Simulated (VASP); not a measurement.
Wanted: the native input for a VASP 6.6.1 run.

| Item | Value |
| --- | --- |
| Task | single point |
| Functional | PBE |
| Potentials or basis | VASP PAW PBE potentials, release 64 (Ti_sv, O) |
| Cutoff | 520 eV |
| k mesh | 6 × 6 × 6 |
| Occupations | gaussian, width 0.01 eV |
| Spin | no spin polarisation |
| Dipole correction | no |
| Further INCAR settings | ALGO = Normal; EDIFF = 1e-07; NBANDS = 33 |

The structure of TiO2 lies in POSCAR:

```
TiO2
1.0
   -1.8873432249      1.8873432249      4.7019493861
    1.8873432249     -1.8873432249      4.7019493861
    1.8873432249      1.8873432249     -4.7019493861
Ti O
2 4
Direct
    0.0000000000      0.0000000000      0.0000000000
    0.7500000000      0.2500000000      0.5000000000
    0.2102852698      0.2102852698      0.0000000000
    0.9602852698      0.4602852698      0.5000000000
    0.5397147302      0.0397147302      0.5000000000
    0.7897147302      0.7897147302      0.0000000000
```

One way to write it, as run:

INCAR

```
SYSTEM = TiO2
ALGO = Normal ; EDIFF = 1E-7
ENCUT = 520 ; GGA = PE
ISIF = 2 ; ISMEAR = 0
LASPH = .True. ; LCHARG = .False.
LREAL = .False. ; LWAVE = .False.
NBANDS = 33 ; NELM = 80
PREC = Accurate ; SIGMA = 0.01
```

KPOINTS

```
k-points
0
Gamma
  6 6 6
  0 0 0
```

Potentials or basis: VASP PAW PBE potentials, release 64 (Ti_sv, O).

The run is started by

```sh
$ cat potpaw_PBE.64/Ti_sv/POTCAR potpaw_PBE.64/O/POTCAR > POTCAR
$ mpirun -np 1 vasp_std > vasp.out
```

Results of the run:

* Pressure: 8.7 GPa
* Largest force: 0.023 eV/Å
* Band gap on the k mesh: 2.09 eV (least direct gap 2.47 eV)

Caveat: the cell stands under pressure.

Wall time 80 s on 1 thread of Intel(R) Xeon(R) Platinum 8559C (Emerald Rapids) (shared host), peak memory 0.25 GiB.
